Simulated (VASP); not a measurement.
## Mo: single point with PBEsol

The system is Mo.

```xyz
1
Lattice="-1.5651 1.5651 1.5651 1.5651 -1.5651 1.5651 1.5651 1.5651 -1.5651" Properties=species:S:1:pos:R:3 pbc="T T T"
Mo    0.0000    0.0000    0.0000
```

| Quantity | Value |
| --- | --- |
| Program | VASP 6.6.1 |
| Task | single point |
| Functional | PBEsol |
| Potentials or basis | VASP PAW PBE potentials, release 64 (Mo_sv) |
| Cutoff | 500 eV |
| k mesh | 20 × 20 × 20 |
| Occupations | fermi-dirac, width 0.15 eV |
| Spin | no spin polarisation |
| Dipole correction | no |
| Further INCAR settings | ALGO = Normal; EDIFF = 1e-06; NBANDS = 13 |

```
Pressure               : 0.6 GPa
Band gap on the k mesh : zero (bands 7 and 8 overlap by 5.53 eV)
```

Levels at points of the mesh, in eV from the Fermi level:
```
           k point  band 5  band 6  band 7  band 8  band 9  band 10
(0.00, 0.00, 0.00)   -7.34   -1.39   -1.39   -1.39    1.70     1.70
(0.50, 0.00, 0.00)   -5.46   -3.49    1.69    1.74    2.39     4.93
(0.50, 0.50, 0.50)   -5.61   -5.61    4.14    4.14    4.14     9.18
```

It took 27 s on 1 thread of AMD EPYC 7R13 Processor (Zen 3), with other jobs on the host, peak memory 0.13 GiB.

Caveat: the PAW data sets were made with another functional, which shifts forces and pressure a little.
